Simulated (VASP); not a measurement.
Runs of VASP 6.6.1 on Nb. The structure is that of space group Pm-3m (No. 221), or close to it. The cells are those of the table. 

```tsv
cell	gap on the mesh (eV)	pressure (GPa)
a = 2.662 Å, 1 atom	none	11.6
a = 2.809 Å, 1 atom	none	-8.6
a = 2.774 Å, 1 atom	none	(b)
a = 2.623 Å, 1 atom	none	19.8
a = 2.701 Å, 1 atom	none	(a)
a = 2.738 Å, 1 atom	none	-0.5
```

Alike in all rows: task single point; level RPBE; potentials or basis VASP PAW PBE potentials, release 64 (Nb_sv); no spin polarisation; k mesh 13 × 13 × 13; cutoff (eV) 520; smearing fermi-dirac 0.1 eV.

Question: Fill in the values left out.

Answer: (a) 4.9; (b) -5.0.

Caveats: the PAW data sets were made with another functional, which shifts forces and pressure a little.

A k mesh can miss the band edges, and the runs leave out spin-orbit coupling on Nb.

A gap of «none» marks levels without a gap at the run's occupations.
